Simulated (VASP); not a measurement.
Here is a VASP 6.6.1 calculation.

File INCAR:

```
PREC = Accurate
ENCUT = 500
EDIFF = 1E-6
ISMEAR = 0
SIGMA = 0.05
LREAL = F
LASPH = T
NELM = 120
ALGO = Normal
ISIF = 2
LWAVE = F
LCHARG = F
GGA = PE
IVDW = 12
NBANDS = 28
GGA_COMPAT = F
```

KPOINTS

```
regular mesh
0
Gamma
  6 6 3
```

Contents of POSCAR:

```
PbS
1.0
    0.0000000000     -3.0043750300     -3.0061807900
    0.0000000000      3.0043750300     -3.0061807900
   11.7982770800      0.0000000000      0.0000000000
Pb S
2 2
Direct
    0.7433619700      0.2433619700      0.5981122217
    0.2433619700      0.7433619700      0.3595087092
    0.2356380300      0.7356380300      0.5876682642
    0.7356380300      0.2356380300      0.3699526667
```

Potentials or basis: VASP PAW PBE potentials, release 64 (Pb_d, S).

Run with:

```bash
$ cat potpaw_PBE.64/Pb_d/POTCAR potpaw_PBE.64/S/POTCAR > POTCAR
$ mpirun -np 1 vasp_std > vasp.out
```

(1) Predict the largest force.

(2) What does it give for the band gap on the k mesh?

## Answers

(1) 0.064 eV/Å.

(2) 2.07 eV.

Caveat: the cell differs from its parent crystal (the distance across one plane changed); spin-orbit coupling is left out, which moves the levels of the heavy elements.
